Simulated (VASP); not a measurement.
A run of VASP 6.6.1 is set up as follows.

POSCAR

```
AlN
1.0
    3.1532975096      0.0000000000      0.0000000000
   -1.5766487548      2.7308357490      0.0000000000
    0.0000000000      0.0000000000      4.9337667680
Al N
2 2
Direct
    0.6666666667      0.3333333333      0.4992049920
    0.3333333333      0.6666666667      0.9992049920
    0.6666666667      0.3333333333      0.8807950080
    0.3333333333      0.6666666667      0.3807950080
```

File INCAR.step1:

```
SYSTEM = AlN
PREC = Accurate
ENCUT = 520
ISMEAR = 0
SIGMA = 0.02
LREAL = .FALSE.
LASPH = .TRUE.
NELM = 100
NBANDS = 16
GGA = PE
ALGO = Normal
EDIFF = 1E-4
LWAVE = .TRUE.
LCHARG = .FALSE.
```

File INCAR.step2:

```
SYSTEM = AlN
PREC = Accurate
ENCUT = 520
EDIFF = 1E-7
ISMEAR = 0
SIGMA = 0.02
LREAL = .FALSE.
LASPH = .TRUE.
NELM = 100
ALGO = Normal
ISIF = 2
LWAVE = .FALSE.
LCHARG = .FALSE.
METAGGA = R2SCAN
LMIXTAU = .TRUE.
NBANDS = 16
ISTART = 1
```

The input KPOINTS:

```
Automatic mesh
0
G
  12 12 6
  0 0 0
```

Potentials or basis: VASP PAW PBE potentials, release 64 (Al, N).

Run with:

```console
$ cat potpaw_PBE.64/Al/POTCAR potpaw_PBE.64/N/POTCAR > POTCAR
$ cp INCAR.step1 INCAR
$ mpirun -np 1 vasp_std > vasp.out
$ cp INCAR.step2 INCAR
$ mpirun -np 1 vasp_std > vasp.out
```

(1) What does it give for the pressure?

(2) What does it give for the largest force?

(3) Estimate the band gap on the k mesh.

Answers

(1) -4.7 GPa.

(2) 0.275 eV/Å.

(3) 4.67 eV, direct.

Caveat: the cell differs from its parent crystal (biaxial strain in the a-b plane: +1.5 %); the PAW data sets were made with another functional, which shifts forces and pressure a little.
